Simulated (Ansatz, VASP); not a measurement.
**Au in VASP and in Ansatz**

```xyz
1
Lattice="-1.6211 1.6211 1.6211 1.6211 -1.6211 1.6211 1.6211 1.6211 -1.6211" Properties=species:S:1:pos:R:3 pbc="T T T"
Au    0.0000    0.0000    0.0000
```

Alike in both runs: task single point; functional PBEsol; k mesh 28 × 28 × 28; occupations gaussian, width 0.1 eV; no spin polarisation.

|  | VASP | Ansatz |
| --- | --- | --- |
| version | VASP 6.6.1 | Ansatz 0.2.0 |
| potentials or method | VASP PAW PBE potentials, release 64 (Au), cutoff 500 eV | scalar-relativistic, plane waves, PAW |
| valence electrons in the cell | 11 | 19 |

Ansatz gave:

| Property | Result |
| --- | --- |
| gap on the k mesh at the Fermi level (eV) | none |
| pressure (GPa) | 0.2 |

Problem. Estimate VASP's values.

Solution. gap on the k mesh at the Fermi level (eV): none; pressure (GPa): -0.1.

VASP's potentials were made for PBE, not for PBEsol. A gap of «none» marks a metal or a gap that the smearing closes. The functional is the same, so the differences come from potentials, cutoffs and numerics. VASP's potentials hold 11 valence electrons a cell and Ansatz's 19, so a difference there can come from the potentials and not from the codes.

Spin-orbit coupling is off throughout.
